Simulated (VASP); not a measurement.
# Au: single point with r2SCAN

Crystal: Au.

```
Au
1.0
     2.89284    0.00000    0.00000
    -1.44642    2.50527    0.00000
     0.00000    0.00000    9.68748
Au
4
Direct
  0.00000 0.00000 0.00000
  0.00000 0.00000 0.50000
  0.33333 0.66667 0.25000
  0.66667 0.33333 0.75000
```

This isn't the form of Au at room conditions, which is fcc.

```yaml
Program: VASP 6.6.1
Task: single point
Functional: r2SCAN
Potentials_or_basis: VASP PAW PBE potentials, release 64 (Au)
Cutoff: 520 eV
k_mesh: 14 × 14 × 4
Occupations: fermi-dirac, width 0.1 eV
Spin: no spin polarisation
```

```
Pressure               : 0.4 GPa
Band gap on the k mesh : zero (bands 22 and 23 overlap by 5.15 eV)
```

Stress tensor (GPa, compression positive):
```
 0.68  0.00  0.00
 0.00  0.68  0.00
 0.00  0.00 -0.20
```

Levels at points of the mesh, in eV from the Fermi level:
```csv
k point,band 18,band 19,band 20,band 21,band 22,band 23,band 24,band 25,band 26,band 27
"(0.00, 0.00, 0.00)",-3.07,-3.07,-2.81,-2.81,-2.25,-2.25,-0.81,2.67,10.96,11.02
"(0.50, 0.00, 0.00)",-1.91,-1.89,-1.86,-0.26,0.53,1.19,1.50,3.70,3.93,6.28
"(0.00, 0.00, 0.50)",-3.34,-3.13,-3.13,-2.47,-2.47,-2.47,-2.47,6.00,6.00,14.91
"(0.50, 0.00, 0.50)",-2.02,-1.88,-1.88,0.42,0.42,1.38,1.38,4.28,4.28,5.63
```

Wall time 3.5 min on 1 thread of Intel(R) Xeon(R) 6975P-C (Granite Rapids), with other jobs on the host, peak memory 0.27 GiB.

Caveat: the PAW data sets were made with another functional, which shifts forces and pressure a little; spin-orbit coupling is left out, which moves the levels of the heavy elements.
